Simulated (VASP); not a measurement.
Input of a VASP 6.6.1 run:

Contents of INCAR:

```
SYSTEM = Te
PREC = Accurate
ENCUT = 520
EDIFF = 1E-7
ISMEAR = 0
SIGMA = 0.1
LREAL = .FALSE.
LASPH = .TRUE.
NELM = 100
ALGO = Normal
ISIF = 2
LWAVE = .FALSE.
LCHARG = .FALSE.
GGA = PE
NBANDS = 9
```

KPOINTS

```
Automatic mesh
0
G
  18 18 18
  0 0 0
```

The input POSCAR:

```
Te
1.0
    2.2641496263      1.3072073962      1.8457605647
   -2.2641496263      1.3072073962      1.8457605647
    0.0000000000     -2.6144147925      1.8457605646
Te
1
Direct
    0.5000000000      0.5000000000      0.5000000000
```

Potentials or basis: VASP PAW PBE potentials, release 64 (Te).

Run with:

```console
$ cat potpaw_PBE.64/Te/POTCAR > POTCAR
$ mpirun -np 1 vasp_std > vasp.out
```

Task: Estimate the pressure.

Result: 0.0 GPa.

Task: Predict the band gap on the k mesh.

Result: Zero (band 3 reaches 8.94 eV, above the bottom of band 4 at 3.46 eV).

Caveat: spin-orbit coupling is left out, which moves the levels of the heavy elements.
